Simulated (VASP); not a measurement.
**WSe2: single point with r2SCAN**

**Measured values to compare with.**

From “Time-resolved XUV ARPES with tunable 24–33 eV laser pulses at 30 meV resolution”, 2019, pmc:6684652, for a bulk crystal of WSe2: band gap 1.3 eV (indirect).

Crystal: WSe2.

```
W Se
1.0
     3.31520    0.00000    0.00000
    -1.65760    2.87105    0.00000
     0.00000    0.00000   13.71263
W Se
2 4
Direct
  0.33333 0.66667 0.25000
  0.66667 0.33333 0.75000
  0.33333 0.66667 0.62883
  0.66667 0.33333 0.12883
  0.33333 0.66667 0.87117
  0.66667 0.33333 0.37117
```

```
Program                : VASP 6.6.1
Task                   : single point
Functional             : r2SCAN
Potentials or basis    : VASP PAW PBE potentials, release 64 (W_sv, Se)
Cutoff                 : 520 eV
k mesh                 : 9 × 9 × 2
Occupations            : gaussian, width 0.02 eV
Spin                   : no spin polarisation
Dipole correction      : no
Further INCAR settings : ALGO = Normal; EDIFF = 1e-07; NBANDS = 35
```

| Quantity | Value |
| --- | --- |
| Pressure | 0.3 GPa |
| Largest force | 0.045 eV/Å |
| Band gap on the k mesh | 1.42 eV (least direct gap 1.58 eV) |

Forces on the atoms (eV/Å):
```
W    0.000  0.000  0.000
W    0.000  0.000  0.000
Se   0.000  0.000 -0.045
Se   0.000  0.000 -0.045
Se   0.000  0.000  0.045
Se   0.000  0.000  0.045
```

Levels at points of the mesh, in eV from the valence-band top:
| k point | band 24 | band 25 | band 26 | band 27 | band 28 | band 29 |
| --- | --- | --- | --- | --- | --- | --- |
| (0.00, 0.00, 0.00) | -1.50 | -0.84 | 0.00 | 2.84 | 2.84 | 2.87 |
| (0.00, 0.00, 0.50) | -1.61 | -0.24 | -0.24 | 2.85 | 2.85 | 2.85 |

Wall time 8.4 min on 1 thread of Intel(R) Xeon(R) Platinum 8488C (Sapphire Rapids), on a shared host, peak memory 0.35 GiB.

Measured gap of WSe2: 1.3 eV (indirect; “Time-resolved XUV ARPES with tunable 24–33 eV laser pulses at 30 meV resolution”, 2019, pmc:6684652). This calculation gives 1.42 eV (+0.12 eV). Spin-orbit coupling on Se, W is left out. The value is that of r2SCAN on a finite k mesh, which can miss the band edges, without temperature or zero-point motion.

Caveat: the PAW data sets were made with another functional, which shifts forces and pressure a little; spin-orbit coupling is left out, which moves the levels of the heavy elements; an odd mesh through Γ misses points on the zone boundary, where band edges can lie.
